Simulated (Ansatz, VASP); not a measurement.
## Two plane-wave programs on EuOs

Contents of INCAR:

```
ALGO = Normal
EDIFF = 1E-6
ENCUT = 520
GGA = PS
ISIF = 2
ISMEAR = 0
ISPIN = 2
LASPH = True
LCHARG = True
LELF = True
LMAXMIX = 6
LORBIT = 11
LREAL = False
LVHAR = True
LWAVE = False
MAGMOM = 7.01 0
NBANDS = 24
NELM = 150
PREC = Accurate
SIGMA = 0.05
```

File KPOINTS:

```
k-points
0
Gamma
  10 10 10
```

POSCAR

```
EuOs
1.0
    3.4560940622      0.0000000000      0.0000000000
    0.0000000000      3.4560940622      0.0000000000
    0.0000000000      0.0000000000      3.4560940622
Eu Os
1 1
Direct
    0.0000000000      0.0000000000      0.0000000000
    0.5000000000      0.5000000000      0.5000000000
```

Input for Ansatz:

```yaml
crystal:
  lattice:
    - [3.4560940622, 0.0, 0.0]
    - [0.0, 3.4560940622, 0.0]
    - [0.0, 0.0, 3.4560940622]
  atoms:
    - { symbol: Eu, position: [0.0, 0.0, 0.0], spin: 7.01 }
    - { symbol: Os, position: [0.5, 0.5, 0.5] }
basis:
  ecutwfc: 420
  ecutrho_ratio: 4
kpoints:
  mp_grid: { grid: [10, 10, 10] }
hamiltonian:
  xc: pbesol
scf:
  occupations: { method: gaussian, width: 0.05 }
  lower_state_search: "off"
output:
  forces: true
  stress: true
  eigenvalues: true
  populations: true
  hubbard: { sites: [{ species: Eu, l: f }] }
magnetization:
  spin_polarized: true
checkpoint:
  read: start.run
  write: ck
  compress: false
  write_wavefunctions: false
  write_every: 100000
```

Alike in both runs: task single point; functional PBEsol; k mesh 10 × 10 × 10; occupations gaussian, width 0.05 eV; collinear spin.

|  | VASP | Ansatz |
| --- | --- | --- |
| version | VASP 6.6.1 | Ansatz 0.2.0 |
| potentials or method | VASP PAW PBE potentials, release 64 (Eu, Os), cutoff 520 eV | scalar-relativistic, plane waves, PAW |
| valence electrons in the cell | 25 | 33 |

```csv
,VASP,Ansatz,Ansatz less VASP
gap on the k mesh at the Fermi level (eV),none,none,-
pressure (GPa),-5.9,-5.9,-0.09
net moment per atom (μB),2.90,2.90,0.000
size of the moment on the site where the two differ most (μB),6.25,6.36,+0.104
```

VASP's potentials were made for PBE, not for PBEsol. Site moments also hang on the region over which each program counts them. A gap of «none» marks a metal or a gap that the smearing closes. With one functional, cell and mesh, what is left measures potentials, basis and numerics. VASP's potentials hold 25 valence electrons a cell and Ansatz's 33, so a difference there can come from the potentials and not from the codes.

Spin-orbit coupling is off throughout.
